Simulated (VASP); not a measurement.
GaAs, 2 atoms in the cell. It takes space group F-43m (No. 216, cubic). The conventional cell has a = 5.667 Å, b = 5.667 Å, c = 5.667 Å, α = 90.00°, β = 90.00°, γ = 90.00°. Within 3.2 Å of Ga (site symmetry -43m) lie 4 As at 2.45 Å. Within 3.2 Å of As (site symmetry -43m) lie 4 Ga at 2.45 Å. 

| Item | Value |
| --- | --- |
| Program | VASP 6.6.1 |
| Task | single point |
| Functional | r2SCAN |
| Potentials or basis | VASP PAW PBE potentials, release 64 (Ga_d, As) |
| Cutoff | 520 eV |
| k mesh | 12 × 12 × 12 |
| Occupations | gaussian, width 0.01 eV |
| Spin | no spin polarisation |
| Dipole correction | no |
| Further INCAR settings | ALGO = Normal; EDIFF = 1e-06; NBANDS = 16 |

Potentials or basis: VASP PAW PBE potentials, release 64 (Ga_d, As).

The run is started by

```sh
$ cat potpaw_PBE.64/Ga_d/POTCAR potpaw_PBE.64/As/POTCAR > POTCAR
$ cp INCAR.step1 INCAR
$ mpirun -np 1 vasp_std > vasp.out
$ cp INCAR.step2 INCAR
$ mpirun -np 1 vasp_std > vasp.out
```

Hardware: 1 thread of Intel(R) Xeon(R) Platinum 8259CL CPU @ 2.50GHz (Skylake/Cascade Lake) (shared host).

Estimate the wall time of this run.

Wall time 2.9 min on 1 thread of Intel(R) Xeon(R) Platinum 8259CL CPU @ 2.50GHz (Skylake/Cascade Lake), on a shared host, peak memory 0.2 GiB. Counts: k points 72.
